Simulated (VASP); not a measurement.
# MgO (P6_3/mmc) in VASP: notebook, part 2 of 2

VASP 6.6.1. The steps go on from the part before.

## 3. Single point, PBE

INCAR

```
ALGO = Normal ; EDIFF = 1E-6
ENCUT = 750 ; GGA = PE
GGA_COMPAT = False ; ISIF = 2
ISMEAR = -1 ; LASPH = True
LCHARG = True ; LELF = True
LREAL = False ; LVHAR = True
LWAVE = False ; NBANDS = 24
NELM = 120 ; PREC = Accurate
SIGMA = 0.5
```

KPOINTS

```
k-points
0
Gamma
  6 6 4
```

POSCAR

```
MgO
1.0
    3.4840197850      0.0000000000      0.0000000000
   -1.7420098925      3.0172496411      0.0000000000
    0.0000000000      0.0000000000      4.1853204440
Mg O
2 2
Direct
    0.3333333333      0.6666666667      0.2500000000
    0.6666666667      0.3333333333      0.7500000000
    0.6666666667      0.3333333333      0.2500000000
    0.3333333333      0.6666666667      0.7500000000
```

Potentials or basis: VASP PAW PBE potentials, release 64 (Mg_sv, O).

On the command line:

```console
$ cat potpaw_PBE.64/Mg_sv/POTCAR potpaw_PBE.64/O/POTCAR > POTCAR
$ mpirun -np 1 vasp_std > vasp.out
```

OUTCAR:

```text
EDIFF = 1E-6
   ENCUT = 750
   GGA = PE
   ISIF = 2
   ISMEAR = -1
   LASPH = True
   LREAL = False
   NELM = 120
   PREC = Accurate

 ion  position               nearest neighbor table
   1  0.333  0.667  0.250-   3 2.01   3 2.01   3 2.01   4 2.09   4 2.09
   2  0.667  0.333  0.750-   4 2.01   4 2.01   4 2.01   3 2.09   3 2.09
   3  0.667  0.333  0.250-   1 2.01   1 2.01   1 2.01   2 2.09   2 2.09
   4  0.333  0.667  0.750-   2 2.01   2 2.01   2 2.01   1 2.09   1 2.09

  LATTYP: Found a hexagonal cell.
 ALAT       =     3.4840197850
 C/A-ratio  =     1.2012906649

  Lattice vectors:

 A1 = (   3.4840197850,   0.0000000000,   0.0000000000)
 A2 = (  -1.7420098925,   3.0172496411,   0.0000000000)
 A3 = (   0.0000000000,   0.0000000000,   4.1853204440)

Analysis of symmetry for initial positions (statically):
=====================================================================
 Subroutine PRICEL returns:
 Original cell was already a primitive cell.

 Routine SETGRP: Setting up the symmetry group for a
 hexagonal supercell.

 Subroutine GETGRP returns: Found 24 space group operations
[... 166 lines left out ...]

 E-fermi :   4.3731     XC(G=0): -10.3393

 val. band max:        1.7691026995   @ k =   0.0000   0.0000   0.0000
 cond. band min:       5.2173712017   @ k =   0.0000   0.0000   0.0000
 fundamental gap:      3.4482685021
 Fermi energy:         4.3730578811

 k-point     1 :       0.0000    0.0000    0.0000
  band No.  band energies     occupation
      1     -70.4525      2.00000
      2     -70.4400      2.00000
      3     -37.2470      2.00000
      4     -37.2274      2.00000
      5     -37.2274      2.00000
      6     -37.2003      2.00000
[... 556 lines left out ...]
     23      19.3053      0.00000
     24      19.3053      0.00000

------------------------ aborting loop because EDIFF is reached ----------------------------------------

  FORCE on cell =-STRESS in cart. coord.  units (eV):
  Direction    XX          YY          ZZ          XY          YZ          ZX
  --------------------------------------------------------------------------------------
  -------------------------------------------------------------------------------------
  Total        1.1251451      1.1251451      1.2832601      0.0000000      0.0000000      0.0000000
  in kB       40.9730726     40.9730726     46.7309585      0.0000000      0.0000000      0.0000000
  external PRESSURE =      42.8923679 kB  Pullay stress =       0.0000000 kB

 VOLUME and BASIS-vectors are now :
 -----------------------------------------------------------------------------
  energy-cutoff  :      750.00
  volume of cell :       44.00
      direct lattice vectors                 reciprocal lattice vectors
     3.484019785  0.000000000  0.000000000     0.287024776  0.165713832  0.000000000
    -1.742009893  3.017249641  0.000000000     0.000000000  0.331427664  0.000000000
     0.000000000  0.000000000  4.185320444     0.000000000  0.000000000  0.238930331

 POSITION                                       TOTAL-FORCE (eV/Angst)
 -----------------------------------------------------------------------------------
     -0.00000      2.01150      1.04633         0.000000      0.000000      0.000000
      1.74201      1.00575      3.13899        -0.000000     -0.000000      0.000000
      1.74201      1.00575      1.04633         0.000000     -0.000000      0.000000
     -0.00000      2.01150      3.13899        -0.000000      0.000000      0.000000
 -----------------------------------------------------------------------------------
    total drift:                                0.000000     -0.000000      0.000000

  FREE ENERGIE OF THE ION-ELECTRON SYSTEM (eV)
  ---------------------------------------------------
  free  energy   TOTEN  =       -23.6119685815 eV

  energy  without entropy=      -23.5737426790  energy(sigma->0) =      -23.59285563
```

OSZICAR:

```text
N       E                     dE             d eps       ncg     rms          rms(c)
DAV:   1     0.409347819901E+03    0.40935E+03   -0.25283E+04  1040   0.198E+03
DAV:   2     0.874925504312E+01   -0.40060E+03   -0.38331E+03  1144   0.560E+02
DAV:   3    -0.245501090171E+02   -0.33299E+02   -0.32696E+02  1664   0.127E+02
DAV:   4    -0.275410952285E+02   -0.29910E+01   -0.29826E+01  1160   0.353E+01
DAV:   5    -0.276767282726E+02   -0.13563E+00   -0.13562E+00  1240   0.502E+00    0.129E+01
DAV:   6    -0.236677480511E+02    0.40090E+01   -0.10200E+01  1112   0.204E+01    0.427E+00
DAV:   7    -0.236346206173E+02    0.33127E-01   -0.40691E-01  1256   0.463E+00    0.251E+00
DAV:   8    -0.236136149843E+02    0.21006E-01   -0.10915E-01  1088   0.297E+00    0.467E-01
DAV:   9    -0.236109607105E+02    0.26543E-02   -0.13953E-02  1456   0.814E-01    0.155E-01
DAV:  10    -0.236119563667E+02   -0.99566E-03   -0.14450E-03  1048   0.248E-01    0.454E-02
DAV:  11    -0.236119691515E+02   -0.12785E-04   -0.58754E-05  1224   0.646E-02    0.168E-02
DAV:  12    -0.236119685204E+02    0.63107E-06   -0.10733E-05  1080   0.358E-02    0.498E-03
DAV:  13    -0.236119685815E+02   -0.61135E-07   -0.33039E-06  1040   0.177E-02
   1 F= -.23611969E+02 E0= -.23592856E+02  d E =-.382259E-01
```

It took 29 s on 1 thread of AMD EPYC 7R13 (Zen 3), shared host; peak memory 0.17 GiB.

What came out:

```
Free energy            : -23.6120 eV
Pressure               : 4.3 GPa
Band gap on the k mesh : 3.45 eV
```

Levels at points of the mesh, in eV from the valence-band top:
| k point | band 14 | band 15 | band 16 | band 17 | band 18 | band 19 |
| --- | --- | --- | --- | --- | --- | --- |
| (0.00, 0.00, 0.00) | -0.81 | -0.81 | 0.00 | 3.45 | 9.51 | 12.24 |
| (0.50, 0.00, 0.00) | -1.97 | -1.29 | -0.53 | 7.01 | 9.10 | 9.86 |
| (0.00, 0.00, 0.50) | -1.29 | -1.29 | -1.29 | 6.47 | 6.47 | 12.93 |
| (0.50, 0.00, 0.50) | -1.53 | -0.82 | -0.82 | 7.34 | 7.34 | 11.99 |

Caveat: the cell stands under pressure.

## 4. Single point, LDA

INCAR

```
PREC = Accurate
ENCUT = 750
EDIFF = 1E-6
ISMEAR = 0
SIGMA = 0.01
LREAL = F
LASPH = T
NELM = 120
ALGO = Normal
ISIF = 2
LWAVE = F
LCHARG = F
NBANDS = 24
GGA_COMPAT = F
```

KPOINTS

```
regular mesh
0
Gamma
  6 6 4
```

POSCAR is that of step 3.

Potentials or basis: VASP PAW LDA potentials, release 64 (Mg_sv, O).

On the command line:

```console
$ cat potpaw_LDA.64/Mg_sv/POTCAR potpaw_LDA.64/O/POTCAR > POTCAR
$ mpirun -np 1 vasp_std > vasp.out
```

Wall time 57 s (1 thread of AMD EPYC 7R43 (Zen 3), shared host); peak memory 0.14 GiB.

Results (log left out):

| Item | Value |
| --- | --- |
| Free energy | -26.1438 eV |
| Pressure | -4.1 GPa |
| Band gap on the k mesh | 3.34 eV |

Stress tensor (GPa, compression positive):
```
-3.85  0.00  0.00
 0.00 -3.85  0.00
 0.00  0.00 -4.49
```

Levels at points of the mesh, in eV from the valence-band top:
| k point | band 12 | band 13 | band 14 | band 15 | band 16 | band 17 | band 18 | band 19 | band 20 | band 21 |
| --- | --- | --- | --- | --- | --- | --- | --- | --- | --- | --- |
| (0.00, 0.00, 0.00) | -1.75 | -1.75 | -0.82 | -0.82 | 0.00 | 3.34 | 9.25 | 12.04 | 12.28 | 12.28 |
| (0.50, 0.00, 0.00) | -2.40 | -2.36 | -2.00 | -1.32 | -0.53 | 6.82 | 8.92 | 9.65 | 11.88 | 12.73 |
| (0.00, 0.00, 0.50) | -2.46 | -1.31 | -1.31 | -1.31 | -1.31 | 6.34 | 6.34 | 12.64 | 12.64 | 12.64 |
| (0.50, 0.00, 0.50) | -3.94 | -1.56 | -1.56 | -0.84 | -0.84 | 7.15 | 7.15 | 11.78 | 11.78 | 13.84 |

Caveat: the cell stands under tension.

## 5. The runs side by side

| level | potentials or basis | cutoff (eV) | smearing | grid for exact exchange (PRECFOCK) | share of exact exchange | screening parameter | mended | gap on the mesh (eV) | pressure (GPa) |
| --- | --- | --- | --- | --- | --- | --- | --- | --- | --- |
| PBE-based screened hybrid with 75 % exact exchange | VASP PAW PBE potentials, release 64 (Mg, O) | 520 | gaussian 0.01 eV | Normal | 0.75 | 0.3 1/Å | - | 7.66 | -7.6 |
| PBE | VASP PAW PBE potentials, release 64 (Mg_sv, O) | 750 | fermi-dirac 0.5 eV | - | - | - | yes | 3.45 | 4.3 |
| LDA | VASP PAW LDA potentials, release 64 (Mg_sv, O) | 750 | gaussian 0.01 eV | - | - | - | yes | 3.34 | -4.1 |

Alike in all rows: task single point; no spin polarisation; cell as given; k mesh 6 × 6 × 4.

Caveats: the cell stands under tension (at least some runs); the PAW data sets were made with another functional, which shifts forces and pressure a little (at least some runs); the cell stands under pressure (at least some runs).

Absolute energies hang on the potentials; compare differences alone.
